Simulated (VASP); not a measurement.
Crystal: InGa3As4.

```
CELL_PARAMETERS angstrom
3.96168 0.00000 0.00000
0.00000 3.96168 5.60266
0.00000 -3.96168 5.60266
ATOMIC_POSITIONS crystal
Ga 0.00000 0.00000 0.00000
Ga 0.50000 0.00000 0.50000
Ga 0.50000 0.50000 0.00000
In 0.00000 0.50000 0.50000
As 0.50000 0.12500 0.12500
As 0.00000 0.12500 0.62500
As 0.00000 0.62500 0.12500
As 0.50000 0.62500 0.62500
```

```yaml
Program: VASP 6.6.1
Task: relaxation of cell and atoms
Functional: PBE
Potentials_or_basis: VASP PAW PBE potentials, release 64 (Ga_d, In_d, As)
Cutoff: 600 eV
k_mesh: 6 × 4 × 4
Occupations: fermi-dirac, width 0.02 eV
Spin: no spin polarisation
```

At the start: pressure 11.5 GPa; volume 21.98 Å³/atom.

Problem. Where does the relaxation end?

Solution. Over 13 steps the energy falls by 132.1 meV/atom and the volume is 25.24 Å³/atom (+14.8 %); space group Amm2 (No. 38, to 0.1 Å) before and after.

The path:
```csv
step,energy change (eV),largest force (eV/Å),pressure (GPa),volume (Å³)
1,0.0000,2.0570,11.49,175.87
2,-0.8363,0.0832,-3.79,219.11
3,-1.0292,0.5268,-0.42,203.84
4,-1.0507,0.2342,-0.13,202.49
5,-1.0554,0.0731,0.18,201.26
6,-1.0557,0.0639,0.15,201.46
7,-1.0565,0.0312,-0.04,202.09
8,-1.0565,0.0326,-0.01,202.05
9,-1.0565,0.0299,-0.03,202.07
10,-1.0566,0.0102,0.00,202.00
11,-1.0567,0.0064,-0.01,201.98
12,-1.0567,0.0081,0.01,201.94
13,-1.0567,0.0039,-0.01,201.96
```

Final structure:
```
CELL_PARAMETERS angstrom
4.14564 0.00000 0.00000
0.00000 4.14999 5.86934
0.00000 -4.14999 5.86934
ATOMIC_POSITIONS crystal
Ga 0.00000 0.99978 0.99978
Ga 0.50000 0.00007 0.50008
Ga 0.50000 0.50008 0.00007
In 0.00000 0.49929 0.49929
As 0.50000 0.12505 0.12505
As 0.00000 0.11097 0.62971
As 0.00000 0.62971 0.11097
As 0.50000 0.63505 0.63505
```
